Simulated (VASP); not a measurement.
La, 1 atom in the cell. Symmetry: Im-3m, No. 229, cubic system. The conventional cell has a = 4.047 Å, b = 4.047 Å, c = 4.047 Å, α = 90.00°, β = 90.00°, γ = 90.00°. La (site symmetry m-3m) has 14 La at 3.50 to 4.05 Å within 4.6 Å. This isn't the form of La at room conditions, which is double hcp.

| Property | Result |
| --- | --- |
| Program | VASP 6.6.1 |
| Task | single point |
| Functional | LDA |
| Potentials or basis | VASP PAW LDA potentials, release 64 (La) |
| Cutoff | 520 eV |
| k mesh | 14 × 14 × 14 |
| Occupations | fermi-dirac, width 0.05 eV |
| Spin | non-collinear spin, zero start, spin-orbit coupling |
| Starting moments | [[0.0, 0.0, 0.0]] μB |
| Dipole correction | no |
| Further INCAR settings | ALGO = Normal; EDIFF = 1e-06; NBANDS = 22 |

Potentials or basis: VASP PAW LDA potentials, release 64 (La).

Launch:

```sh
$ cat potpaw_LDA.64/La/POTCAR > POTCAR
$ mpirun -np 1 vasp_ncl > vasp.out
```

Hardware: 1 thread of Intel(R) Xeon(R) 6975P-C (Granite Rapids), with other jobs on the host.

Q: Estimate the wall time of this run.

A: Wall time 71 s on 1 thread of Intel(R) Xeon(R) 6975P-C (Granite Rapids), on a shared host, peak memory 0.29 GiB. Counts: scf iterations 11, k points 104.
